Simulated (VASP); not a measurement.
# CoO (P3m1) in VASP: a series of runs, part 2 of 2

VASP 6.6.1.

## (3) Single point, PBEsol, collinear spin, antiferromagnetic start

The input, INCAR:

```
PREC = Accurate
ENCUT = 520
EDIFF = 1E-7
ISMEAR = 0
SIGMA = 0.1
LREAL = F
LASPH = T
NELM = 150
ALGO = Normal
ISIF = 2
LWAVE = F
LCHARG = F
ISPIN = 2
MAGMOM = -2.3 2.3 0.18 -0.18
LORBIT = 11
LMAXMIX = 4
GGA = PS
NBANDS = 27
```

The input, KPOINTS:

```
Automatic mesh
0
Gamma
  1 1 1
```

The input, POSCAR:

```
CoO
1.0
    3.1976457435      0.0000000000      0.0000000000
   -1.5988228718      2.7692424462      0.0000000000
    0.0000000000      0.0000000000      5.2287097100
Co O
2 2
Direct
    0.0000000000      0.0000000000      0.0034741400
    0.3333333333      0.6666666667      0.5033624100
    0.0000000000      0.0000000000      0.3716088500
    0.3333333333      0.6666666667      0.8715556000
```

Potentials or basis: VASP PAW PBE potentials, release 64 (Co, O).

Started as:

```console
$ cat potpaw_PBE.64/Co/POTCAR potpaw_PBE.64/O/POTCAR > POTCAR
$ mpirun -np 1 vasp_gam > vasp.out
```

It took 18 s on 1 thread of Intel Xeon Platinum 8375C at 2.90GHz (Ice Lake), shared host; peak memory 0.16 GiB.

The run converged. Its results:

| Quantity | Value |
| --- | --- |
| Free energy | -25.2380 eV |
| Pressure | -7.4 GPa |
| Largest force | 2.579 eV/Å |
| Net moment | 0.00 μB per cell |
| Site moments | Co -1.77, +1.78; O +0.46, -0.46 μB |
| Valence electrons inside the program's atomic spheres | Co 8.03; O 4.96 |

Forces on the atoms (eV/Å):
```
Co   0.000  0.000  2.575
Co   0.000  0.000  2.579
O    0.000  0.000 -2.579
O    0.000  0.000 -2.575
```

Stress tensor (GPa, compression positive):
```
 -2.47   0.00   0.00
  0.00  -2.47   0.00
  0.00   0.00 -17.23
```

Levels at points of the mesh, in eV from the Fermi level:
Spin up:
| k point | band 11 | band 12 | band 13 | band 14 | band 15 | band 16 | band 17 | band 18 | band 19 | band 20 |
| --- | --- | --- | --- | --- | --- | --- | --- | --- | --- | --- |
| (0.00, 0.00, 0.00) | -1.42 | -0.90 | -0.90 | -0.07 | -0.07 | 0.03 | 1.57 | 1.94 | 1.94 | 5.40 |
Spin down:
```tsv
k point	band 11	band 12	band 13	band 14	band 15	band 16	band 17	band 18	band 19	band 20
(0.00, 0.00, 0.00)	-1.42	-0.90	-0.90	-0.07	-0.07	0.03	1.57	1.94	1.94	5.40
```

Caveat: the k points lie up to 2.27 Å⁻¹ apart; the PAW data sets were made with another functional, which shifts forces and pressure a little; semilocal functionals often make such compounds metallic where correlation or magnetic order opens a gap, which also shifts bond lengths.

## (4) Single point, PBEsol, collinear spin, antiferromagnetic start

The input, INCAR:

```
SYSTEM = CoO
PREC     = Accurate       ! precision mode
ENCUT    = 520            ! plane-wave cutoff, eV
EDIFF    = 1E-7           ! SCF threshold, eV
ISMEAR   = 0              ! smearing method
SIGMA    = 0.1            ! smearing width, eV
LREAL    = .False.        ! projectors in reciprocal space
LASPH    = .True.         ! aspherical terms in the spheres
NELM     = 150            ! most SCF steps
ALGO     = Normal         ! electronic algorithm
ISIF     = 2              ! what is computed and relaxed
LWAVE    = .False.        ! write WAVECAR
LCHARG   = .False.        ! write CHGCAR
ISPIN    = 2              ! spin polarisation
MAGMOM   = -2.3 2.3 0.18 -0.18 ! initial moments
LORBIT   = 11             ! projections on sites
LMAXMIX  = 4              ! l up to which the mixer works
GGA      = PS             ! functional
NBANDS   = 27             ! bands
```

The input, KPOINTS:

```
Automatic mesh
0
Gamma
  3 3 2
  0 0 0
```

POSCAR is that of step 3.

Started as:

```console
$ cat potpaw_PBE.64/Co/POTCAR potpaw_PBE.64/O/POTCAR > POTCAR
$ mpirun -np 1 vasp_std > vasp.out
```

It took 27 s on 1 thread of Intel Xeon Platinum 8375C at 2.90GHz (Ice Lake), shared host; peak memory 0.17 GiB.

It converged, with:

| Item | Value |
| --- | --- |
| Free energy | -28.4274 eV |
| Pressure | -9.5 GPa |
| Largest force | 0.042 eV/Å |
| Band gap on the k mesh | 0.04 eV, indirect (least direct gap 0.12 eV) |
| Net moment | 0.00 μB per cell |
| Site moments | Co -2.28, +2.28; O +0.19, -0.19 μB |
| Valence electrons inside the program's atomic spheres | Co 7.99; O 4.96 |

Forces in eV/Å, atoms in the order of the input:
```
Co   0.000  0.000  0.036
Co   0.000  0.000  0.042
O    0.000  0.000 -0.040
O    0.000  0.000 -0.038
```

Stress tensor (GPa, compression positive):
```
-11.07   0.00   0.00
  0.00 -11.07   0.00
  0.00   0.00  -6.39
```

Levels at points of the mesh, in eV from the valence-band top:
Spin up:
| k point | band 12 | band 13 | band 14 | band 15 | band 16 | band 17 | band 18 | band 19 |
| --- | --- | --- | --- | --- | --- | --- | --- | --- |
| (0.00, 0.00, 0.00) | -1.02 | -1.02 | -0.08 | -0.08 | 0.09 | 1.52 | 1.90 | 1.90 |
| (0.00, 0.00, 0.50) | -0.97 | -0.97 | -0.03 | -0.03 | 0.84 | 1.77 | 1.77 | 2.52 |
Spin down:
| k point | band 11 | band 12 | band 13 | band 14 | band 15 | band 16 | band 17 | band 18 | band 19 | band 20 |
| --- | --- | --- | --- | --- | --- | --- | --- | --- | --- | --- |
| (0.00, 0.00, 0.00) | -1.79 | -1.02 | -1.02 | -0.08 | -0.08 | 0.09 | 1.52 | 1.91 | 1.91 | 5.41 |
| (0.00, 0.00, 0.50) | -1.41 | -0.98 | -0.98 | -0.03 | -0.03 | 0.84 | 1.77 | 1.77 | 2.52 | 2.94 |

Caveat: the k points lie up to 0.76 Å⁻¹ apart; the PAW data sets were made with another functional, which shifts forces and pressure a little.

## (5) Single point, PBEsol, collinear spin, antiferromagnetic start

The input, INCAR:

```
PREC = Accurate
ENCUT = 520
EDIFF = 1E-6
ISMEAR = 0
SIGMA = 0.1
LREAL = False
LASPH = True
NELM = 150
ALGO = Normal
ISIF = 2
LWAVE = False
LCHARG = False
ISPIN = 2
MAGMOM = -2.3 2.3 0.18 -0.18
LORBIT = 11
LMAXMIX = 4
GGA = PS
NBANDS = 27
```

The input, KPOINTS:

```
regular mesh
0
Gamma
  6 6 2
```

POSCAR is that of step 4.

Started as:

```console
$ cat potpaw_PBE.64/Co/POTCAR potpaw_PBE.64/O/POTCAR > POTCAR
$ mpirun -np 1 vasp_std > vasp.out
```

Run time: 37 s. Hardware: 1 thread of Intel Xeon Platinum 8375C at 2.90GHz (Ice Lake), shared host; peak memory 0.19 GiB.

Results (log left out):

```
Free energy                                           : -28.3819 eV
Pressure                                              : -9.8 GPa
Largest force                                         : 0.073 eV/Å
Band gap on the k mesh                                : zero (filled and empty bands overlap)
Net moment                                            : 0.00 μB per cell
Site moments                                          : Co -2.24, +2.24; O +0.15, -0.15 μB
Valence electrons inside the program's atomic spheres : Co 8.00; O 4.96
```

Forces on the atoms (eV/Å):
```
Co   0.000  0.000  0.067
Co   0.000  0.000  0.073
O    0.000  0.000 -0.071
O    0.000  0.000 -0.069
```

Stress tensor (GPa, compression positive):
```
-10.51   0.00   0.00
  0.00 -10.51   0.00
  0.00   0.00  -8.39
```

Levels at points of the mesh, in eV from the Fermi level:
Spin up:
```csv
k point,band 11,band 12,band 13,band 14,band 15,band 16,band 17,band 18,band 19,band 20
"(0.00, 0.00, 0.00)",-1.74,-0.97,-0.97,-0.01,-0.01,0.13,1.52,1.95,1.95,5.45
"(0.50, 0.00, 0.00)",-1.99,-1.89,-1.39,-0.27,-0.15,-0.02,0.71,1.19,5.71,6.07
"(0.00, 0.00, 0.50)",-1.34,-0.92,-0.92,0.03,0.03,0.84,1.81,1.81,2.56,2.98
"(0.50, 0.00, 0.50)",-1.91,-1.51,-1.28,-0.38,-0.21,0.08,0.82,1.07,5.35,5.73
```
Spin down:
```csv
k point,band 13,band 14,band 15,band 16,band 17,band 18
"(0.00, 0.00, 0.00)",-0.97,-0.01,-0.01,0.13,1.52,1.95
"(0.50, 0.00, 0.00)",-1.39,-0.27,-0.15,-0.02,0.71,1.19
"(0.00, 0.00, 0.50)",-0.92,0.03,0.03,0.84,1.81,1.81
"(0.50, 0.00, 0.50)",-1.28,-0.38,-0.21,0.08,0.82,1.07
```

Caveat: the k points lie up to 0.60 Å⁻¹ apart; the PAW data sets were made with another functional, which shifts forces and pressure a little; semilocal functionals often make such compounds metallic where correlation or magnetic order opens a gap, which also shifts bond lengths.

## (6) Single point, PBEsol, collinear spin, antiferromagnetic start

The input, INCAR:

```
SYSTEM = CoO
  PREC = Accurate
  ENCUT = 520
  EDIFF = 1E-6
  ISMEAR = 0
  SIGMA = 0.1
  LREAL = .FALSE.
  LASPH = .TRUE.
  NELM = 150
  ALGO = Normal
  ISIF = 2
  LWAVE = .FALSE.
  LCHARG = .TRUE.
  ISPIN = 2
  MAGMOM = -2.3 2.3 0.18 -0.18
  LORBIT = 11
  LMAXMIX = 4
  GGA = PS
  LELF = .TRUE.
  LVHAR = .TRUE.
  NBANDS = 27
```

The input, KPOINTS:

```
regular mesh
0
G
  6 6 4
  0 0 0
```

POSCAR is that of step 5.

Potentials or basis: VASP PAW PBE potentials, release 64 (Co, O).

Started as:

```console
$ cat potpaw_PBE.64/Co/POTCAR potpaw_PBE.64/O/POTCAR > POTCAR
$ mpirun -np 1 vasp_std > vasp.out
```

It took 56 s on 1 thread of Intel Xeon Platinum 8375C at 2.90GHz (Ice Lake), shared host; peak memory 0.2 GiB.

Results (log left out):

```yaml
Free_energy: -28.3967 eV
Pressure: -10.1 GPa
Largest_force: 0.106 eV/Å
Band_gap_on_the_k_mesh: zero (filled and empty bands overlap)
Net_moment: 0.00 μB per cell
Site_moments: Co -2.23, +2.23; O +0.15, -0.15 μB
Valence_electrons_inside_the_program's_atomic_spheres: Co 8.00; O 4.96
```

Forces on the atoms (eV/Å):
```
Co   0.000  0.000  0.101
Co   0.000  0.000  0.106
O    0.000  0.000 -0.104
O    0.000  0.000 -0.103
```

Stress tensor (GPa, compression positive):
```
-10.62   0.00   0.00
  0.00 -10.62   0.00
  0.00   0.00  -9.10
```

Levels at points of the mesh, in eV from the Fermi level:
Spin up:
| k point | band 11 | band 12 | band 13 | band 14 | band 15 | band 16 | band 17 | band 18 | band 19 | band 20 |
| --- | --- | --- | --- | --- | --- | --- | --- | --- | --- | --- |
| (0.00, 0.00, 0.00) | -1.73 | -0.96 | -0.96 | -0.01 | -0.01 | 0.14 | 1.52 | 1.95 | 1.95 | 5.46 |
| (0.50, 0.00, 0.00) | -1.97 | -1.87 | -1.38 | -0.27 | -0.15 | -0.02 | 0.72 | 1.19 | 5.71 | 6.08 |
| (0.00, 0.00, 0.50) | -1.32 | -0.91 | -0.91 | 0.04 | 0.04 | 0.84 | 1.82 | 1.82 | 2.57 | 2.98 |
| (0.50, 0.00, 0.50) | -1.89 | -1.49 | -1.26 | -0.37 | -0.20 | 0.09 | 0.82 | 1.07 | 5.37 | 5.74 |
Spin down:
```csv
k point,band 13,band 14,band 15,band 16,band 17,band 18
"(0.00, 0.00, 0.00)",-0.96,-0.01,-0.01,0.14,1.52,1.95
"(0.50, 0.00, 0.00)",-1.38,-0.27,-0.15,-0.02,0.72,1.19
"(0.00, 0.00, 0.50)",-0.91,0.04,0.04,0.84,1.82,1.82
"(0.50, 0.00, 0.50)",-1.26,-0.37,-0.20,0.09,0.82,1.07
```

Caveat: the k points lie up to 0.38 Å⁻¹ apart; the PAW data sets were made with another functional, which shifts forces and pressure a little; semilocal functionals often make such compounds metallic where correlation or magnetic order opens a gap, which also shifts bond lengths.

## (7) Summary

| k mesh | gap on the mesh (eV) | pressure (GPa) | moment (μB) | largest force (eV/Å) |
| --- | --- | --- | --- | --- |
| 1 × 1 × 1 | - | -7.4 | 0.00 | 2.58 |
| 3 × 3 × 2 | 0.04 | -9.5 | 0.00 | 0.04 |
| 6 × 6 × 2 | none | -9.8 | 0.00 | 0.07 |
| 6 × 6 × 4 | none | -10.1 | 0.00 | 0.11 |

Alike in all rows: task single point; level PBEsol; potentials or basis VASP PAW PBE potentials, release 64 (Co, O); spin collinear, antiferromagnetic start; cell as given; cutoff (eV) 520; smearing gaussian 0.1 eV.

Caveats: all runs use coarse meshes; the PAW data sets were made with another functional, which shifts forces and pressure a little; semilocal functionals often make such compounds metallic where correlation or magnetic order opens a gap, which also shifts bond lengths (some runs).

Total energies depend on the potentials used, so only differences within one code and one set of settings carry meaning.
